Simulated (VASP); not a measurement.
Runs of VASP 6.6.1 on Li2TaSb2. The structure is that of space group P4/mmm (No. 123), or close to it. The cells are those of the table. 

| task | cell | k mesh | cutoff (eV) | gap on the mesh (eV) | largest force (eV/Å) |
| --- | --- | --- | --- | --- | --- |
| single point | a = 3.849, b = 3.849, c = 7.721 Å, 5 atoms | 4 × 4 × 2 | 520 | none | 0.03 |
| single point | a = 3.879, b = 3.879, c = 7.262 Å, 5 atoms | 10 × 10 × 6 | 520 | none | 0.01 |
| relaxation of cell and atoms | relaxed from a = 3.742, b = 3.742, c = 8.122 Å, 5 atoms | 4 × 4 × 2 | 600 | none | - |
| single point | a = 3.742, b = 3.742, c = 8.122 Å, 5 atoms | 4 × 4 × 2 | 520 | none | (a) |

Alike in all rows: level PBE; potentials or basis VASP PAW PBE potentials, release 64 (Li_sv, Ta_pv, Sb); no spin polarisation; smearing gaussian 0.1 eV.

Q: Estimate the missing entries.

A: (a) 0.46.

Caveats: some runs use coarse meshes; spin-orbit coupling is left out, which moves the levels of the heavy elements.

A k mesh can miss the band edges, and the runs leave out spin-orbit coupling on Sb, Ta.

A gap of «none» marks levels without a gap at the run's occupations.
